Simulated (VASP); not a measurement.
Runs of VASP 6.6.1 on C2H4. The cell holds a molecule in a box, 6 atoms: a = 12.000 Å, b = 12.500 Å, c = 13.000 Å, α = 90.00°, β = 90.00°, γ = 90.00°. 

```csv
task,level,potentials or basis,cell,cutoff (eV),gap on the mesh (eV),largest force (eV/Å)
single point,LDA,"VASP PAW LDA potentials, release 64 (C, H)",as given,520,(a),0.60
single point,r2SCAN+rVV10,"VASP PAW PBE potentials, release 64 (C, H)",as given,580,6.17,0.21
single point,r2SCAN,"VASP PAW PBE potentials, release 64 (C, H)",as given,580,6.17,0.21
relaxation of the atoms,PBE,"VASP PAW PBE potentials, release 64 (C, H)",atoms relaxed,520,5.67,-
single point,RPBE,"VASP PAW PBE potentials, release 64 (C, H)",as given,520,5.68,0.29
single point,PBE,"VASP PAW PBE potentials, release 64 (C, H)",as given,520,5.68,0.03
single point,PBE+D3(BJ),"VASP PAW PBE potentials, release 64 (C, H)",as given,520,5.68,0.03
```

Alike in all rows: no spin polarisation; k mesh 1 × 1 × 1; smearing gaussian 0.01 eV.

**Question.** Fill in the values left out.

**Answer.** (a) 5.65.

Caveats: the PAW data sets were made with another functional, which shifts forces and pressure a little (at least some runs).

